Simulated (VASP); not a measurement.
**Ga: electric field gradients with PBE**

The system is Ga.

```
CELL_PARAMETERS angstrom
1.45000 -4.06500 0.00000
1.45000 4.06500 0.00000
0.00000 0.00000 3.17000
ATOMIC_POSITIONS crystal
Ga 0.86700 0.13300 0.25000
Ga 0.13300 0.86700 0.75000
```

| Quantity | Value |
| --- | --- |
| Program | VASP 6.6.1 |
| Task | electric field gradients |
| Functional | PBE |
| Potentials or basis | VASP PAW PBE potentials, release 64 (Ga_d) |
| Cutoff | 520 eV |
| k mesh | 12 × 12 × 10 |
| Occupations | fermi-dirac, width 0.08 eV |
| Spin | no spin polarisation |
| Dipole correction | no |
| Further INCAR settings | ALGO = Normal; EDIFF = 1e-08; NBANDS = 20 |

| Item | Value |
| --- | --- |
| Pressure | 1.7 GPa |
| Largest force | 0.196 eV/Å |
| Band gap on the k mesh | zero (bands 13 and 14 overlap by 9.37 eV) |
| Largest electric field gradient by atom | Ga -26.7 V/Å² |

Forces in eV/Å, atoms in the order of the input:
```
Ga   0.000  0.196  0.000
Ga   0.000 -0.196  0.000
```

Stress tensor (GPa, compression positive):
```
-0.64  0.00  0.00
 0.00  3.03  0.00
 0.00  0.00  2.84
```

Levels at points of the mesh, in eV from the Fermi level:
| k point | band 9 | band 10 | band 11 | band 12 | band 13 | band 14 | band 15 | band 16 | band 17 | band 18 |
| --- | --- | --- | --- | --- | --- | --- | --- | --- | --- | --- |
| (0.00, 0.00, 0.00) | -14.86 | -14.70 | -11.27 | -2.30 | -1.60 | 2.87 | 6.56 | 7.81 | 8.74 | 10.45 |
| (0.50, 0.00, 0.00) | -14.77 | -14.76 | -6.73 | -5.44 | -1.79 | -0.45 | 6.47 | 6.70 | 8.88 | 9.30 |
| (0.50, 0.50, 0.00) | -14.82 | -14.77 | -9.24 | -8.60 | 5.11 | 5.77 | 5.84 | 7.05 | 7.17 | 9.37 |
| (0.00, 0.00, 0.50) | -14.79 | -14.79 | -7.44 | -7.44 | 1.83 | 1.83 | 2.48 | 2.48 | 10.32 | 10.32 |
| (0.50, 0.00, 0.50) | -14.75 | -14.75 | -3.08 | -3.08 | -1.62 | -1.62 | 1.84 | 1.84 | 4.22 | 4.22 |
| (0.50, 0.50, 0.50) | -14.84 | -14.84 | -5.62 | -5.62 | -4.26 | -4.26 | 9.57 | 9.57 | 11.40 | 11.40 |

Electric field gradients, principal values (V/Å²):
| atom | least | middle | greatest (by size) |
| --- | --- | --- | --- |
| 1 Ga | 10.136 | 16.590 | -26.726 |
| 2 Ga | 10.136 | 16.590 | -26.726 |

It took 3.1 min on 1 thread of Intel(R) Xeon(R) Platinum 8375C CPU @ 2.90GHz (Ice Lake) (shared host), peak memory 0.28 GiB.

Caveat: without QUAD_EFG the Cq values of the log hold for a quadrupole moment of 1 mb, not for the nuclei.
